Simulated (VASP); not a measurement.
A run of VASP 6.6.1 is set up as follows.

Contents of INCAR:

```
SYSTEM = BN
PREC = Accurate
ENCUT = 520
EDIFF = 1E-6
ISMEAR = -1
SIGMA = 0.02
LREAL = .FALSE.
LASPH = .TRUE.
NELM = 60
ALGO = Normal
ISIF = 2
LWAVE = .FALSE.
LCHARG = .FALSE.
NBANDS = 16
```

The input KPOINTS:

```
Automatic mesh
0
G
  15 15 5
  0 0 0
```

POSCAR

```
BN
1.0
    2.5124282281      0.0000000000      0.0000000000
   -1.2562141141      2.1758266707      0.0000000000
    0.0000000000      0.0000000000      7.7072650000
B N
2 2
Direct
    0.3333333300      0.6666666700      0.2629747712
    0.6666666700      0.3333333300      0.7500000000
    0.3333333300      0.6666666700      0.7500000000
    0.6666666700      0.3333333300      0.2500000000
```

Potentials or basis: VASP PAW LDA potentials, release 64 (B, N).

Command:

```sh
$ cat potpaw_LDA.64/B/POTCAR potpaw_LDA.64/N/POTCAR > POTCAR
$ mpirun -np 1 vasp_std > vasp.out
```

(1) Predict the largest force.

(2) What does it give for the band gap on the k mesh?

(3) Estimate the pressure.

Answers

(1) 1.457 eV/Å.

(2) 4.15 eV (least direct gap 4.47 eV).

(3) -6.3 GPa.

Caveat: the cell stands under tension; an odd mesh through Γ misses points on the zone boundary, where band edges can lie; forces of over 1 eV/Å act on the atoms, so gaps and moduli don't describe the material at rest.
